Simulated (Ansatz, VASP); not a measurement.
One calculation of IrO2, two programs

INCAR

```
  ALGO = Normal
  EDIFF = 1E-7
  EDIFFG = -0.002
  ENCUT = 600
  GGA = PS
  GGA_COMPAT = F
  IBRION = 2
  ISIF = 3
  ISMEAR = 0
  LASPH = T
  LCHARG = F
  LREAL = F
  LWAVE = F
  NELM = 120
  NELMIN = 4
  NSW = 100
  PREC = Accurate
  SIGMA = 0.1
```

KPOINTS

```
k-points
0
Gamma
  8 8 12
```

Contents of POSCAR:

```
IrO2
1.0
    4.5051000000      0.0000000000      0.0000000000
    0.0000000000      4.5051000000      0.0000000000
    0.0000000000      0.0000000000      3.1586000000
Ir O
2 4
Direct
    0.0000000000      0.0000000000      0.0000000000
    0.5000000000      0.5000000000      0.5000000000
    0.3077000000      0.3077000000      0.0000000000
    0.1923000000      0.8077000000      0.5000000000
    0.6923000000      0.6923000000      0.0000000000
    0.8077000000      0.1923000000      0.5000000000
```

Input for Ansatz:

```yaml
crystal:
  lattice:
    - [4.5051, 0.0, 0.0]
    - [0.0, 4.5051, 0.0]
    - [0.0, 0.0, 3.1586]
  atoms:
    - { symbol: Ir, position: [0.0, 0.0, 0.0] }
    - { symbol: Ir, position: [0.5, 0.5, 0.5] }
    - { symbol: O, position: [0.3077, 0.3077, 0.0] }
    - { symbol: O, position: [0.1923, 0.8077, 0.5] }
    - { symbol: O, position: [0.6923, 0.6923, 0.0] }
    - { symbol: O, position: [0.8077, 0.1923, 0.5] }
basis:
  ecutwfc: 420
kpoints:
  mp_grid: { grid: [8, 8, 12] }
hamiltonian:
  xc: pbesol
  pseudopotentials: { kind: paw, azcp: { folder: soft_1 } }
scf:
  occupations: { method: gaussian, width: 0.1 }
output:
  forces: true
  stress: true
  eigenvalues: true
relax:
  adjacent_minimum: "off"
  f_tol: 0.002
  max_steps: 80
  cell: { stress_tol: 0.02 }
```

Alike in both runs: task relaxation of cell and atoms; functional PBEsol; k mesh 8 × 8 × 12; occupations gaussian, width 0.1 eV; no spin polarisation.

|  | VASP | Ansatz |
| --- | --- | --- |
| version | VASP 6.6.1 | Ansatz 0.2.0 |
| potentials or method | VASP PAW PBE potentials, release 64 (Ir, O), cutoff 600 eV | scalar-relativistic, plane waves, PAW |
| valence electrons in the cell | 42 | 58 |

|  | VASP | Ansatz | Ansatz less VASP |
| --- | --- | --- | --- |
| gap on the k mesh at the Fermi level, each at its own relaxed structure (eV) | none | none | - |
| relaxed volume (Å³/atom) | 10.60 | 10.51 | -0.092 |
| relaxed cell length with the largest relative difference (Å) | 3.164 | 3.154 | -0.0104 |

VASP's potentials were made for PBE, not for PBEsol, and Ansatz warns of the same on its side. A gap of «none» marks a metal or a gap that the smearing closes. VASP's potentials hold 42 valence electrons a cell and Ansatz's 58, so a difference there can come from the potentials and not from the codes.

Neither program's run includes spin-orbit coupling.
